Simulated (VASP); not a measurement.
# GaP: single point with PBE

GaP:

```xyz
2
Lattice="0.0000 2.6755 2.6755 2.6755 0.0000 2.6755 2.6755 2.6755 0.0000" Properties=species:S:1:pos:R:3 pbc="T T T"
Ga    0.0000    0.0000    0.0000
P     1.3377    1.3377    1.3377
```

```
Program                : VASP 6.6.1
Task                   : single point
Functional             : PBE
Potentials or basis    : VASP PAW PBE potentials, release 64 (Ga_d, P)
Cutoff                 : 500 eV
k mesh                 : 7 × 7 × 7
Occupations            : gaussian, width 0.01 eV
Spin                   : no spin polarisation
Dipole correction      : no
Further INCAR settings : ALGO = Normal; EDIFF = 1e-06; NBANDS = 16
```

- Pressure: 7.9 GPa
- Band gap on the k mesh: 1.49 eV (least direct gap 2.29 eV)

Levels at points of the mesh, in eV from the valence-band top:
| k point | band 7 | band 8 | band 9 | band 10 | band 11 | band 12 |
| --- | --- | --- | --- | --- | --- | --- |
| (0.00, 0.00, 0.00) | 0.00 | 0.00 | 0.00 | 2.29 | 3.87 | 3.87 |

Wall time 31 s on 1 thread of Intel Xeon 8259CL (shared host), peak memory 0.12 GiB.

Caveat: the cell stands under pressure; an odd mesh through Γ misses points on the zone boundary, where band edges can lie.
